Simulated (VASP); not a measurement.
Set up this calculation in VASP 6.6.1, as the native input.

| Item | Value |
| --- | --- |
| Task | single point |
| Functional | LDA |
| Potentials or basis | VASP PAW LDA potentials, release 64 (Ag) |
| Cutoff | 520 eV |
| k mesh | 11 × 11 × 3 |
| Occupations | fermi-dirac, width 0.05 eV |
| Spin | no spin polarisation |
| Dipole correction | no |
| Further INCAR settings | ALGO = Fast; EDIFF = 1e-06; NBANDS = 30 |

The structure of Ag lies in POSCAR:

```
Ag
1.0
    2.9053144643      0.0000000000      0.0000000000
   -1.4526572322      2.5160761321      0.0000000000
    0.0000000000      0.0000000000     10.0662270956
Ag
4
Direct
    0.0000000000      0.0000000000      0.5000000000
    0.0000000000      0.0000000000      0.0000000000
    0.6666666667      0.3333333333      0.7500000000
    0.3333333333      0.6666666667      0.2500000000
```

This isn't the form of Ag at room conditions, which is fcc.

One way to write it, as run:

INCAR

```
SYSTEM = Ag
PREC = Accurate
ENCUT = 520
EDIFF = 1E-6
ISMEAR = -1
SIGMA = 0.05
LREAL = .FALSE.
LASPH = .TRUE.
NELM = 100
ALGO = Fast
ISIF = 2
LWAVE = .FALSE.
LCHARG = .FALSE.
NBANDS = 30
```

KPOINTS

```
Automatic mesh
0
G
  11 11 3
  0 0 0
```

Potentials or basis: VASP PAW LDA potentials, release 64 (Ag).

Run with:

```sh
$ cat potpaw_LDA.64/Ag/POTCAR > POTCAR
$ mpirun -np 1 vasp_std > vasp.out
```

Results of the run:

```json
{
  "Pressure": "-12.5 GPa",
  "Band gap on the k mesh": "zero (bands 22 and 23 overlap by 5.79 eV)"
}
```

Caveat: the cell stands under tension.

It took 34 s on 1 thread of Intel(R) Xeon(R) 6975P-C (Granite Rapids), with other jobs on the host, peak memory 0.19 GiB.
